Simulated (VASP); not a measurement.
## Si3C4: single point with HSE06

The system is Si3C4.

```xyz
7
Lattice="4.3687 0.0000 0.0000 0.0000 4.3687 0.0000 0.0000 0.0000 4.3687" Properties=species:S:1:pos:R:3 pbc="T T T"
Si    0.0024    2.1759    2.1982
Si    2.1781    0.0110    2.1714
Si    2.1842    2.1821   -0.0026
C     1.0827    1.0820    1.0897
C     1.0970    3.2696    3.2695
C     3.2839    1.0802    3.2618
C     3.2644    3.2767    1.0878
```

- Program: VASP 6.6.1
- Task: single point
- Functional: HSE06
- Potentials or basis: VASP PAW PBE potentials, release 64 (Si, C)
- Cutoff: 520 eV
- k mesh: 1 × 1 × 1
- Occupations: gaussian, width 0.01 eV
- Spin: no spin polarisation
- Dipole correction: no
- Grid for exact exchange (PRECFOCK): Normal
- Further INCAR settings: ALGO = Normal; EDIFF = 1e-06; NBANDS = 23
- Share of exact exchange: 0.25
- Screening parameter: 0.2079 1/Å

| Property | Result |
| --- | --- |
| Pressure | -2.4 GPa |
| Largest force | 4.760 eV/Å |

Forces on the atoms (eV/Å):
```
Si  -0.035  0.040 -0.409
Si   0.053 -0.008  0.154
Si  -0.022 -0.089 -0.090
C    2.264  2.401  3.392
C    2.261 -2.280 -3.352
C   -2.419  2.392 -3.188
C   -2.102 -2.457  3.493
```

Stress tensor (GPa, compression positive):
```
-7.08  0.25  2.17
 0.25 -7.24  0.64
 2.17  0.64  7.23
```

Levels at points of the mesh, in eV from the Fermi level:
```
           k point  band 11  band 12  band 13  band 14  band 15  band 16  band 17  band 18
(0.00, 0.00, 0.00)    -3.25    -3.23    -3.19    -0.09     1.16     1.17     2.83     2.89
```

Wall time 55 s on 1 thread of AMD EPYC 7R43 64-Core Processor (Zen 3), with other jobs on the host, peak memory 0.24 GiB.

Caveat: the k points lie up to 1.44 Å⁻¹ apart; the PAW data sets were made with another functional, which shifts forces and pressure a little.
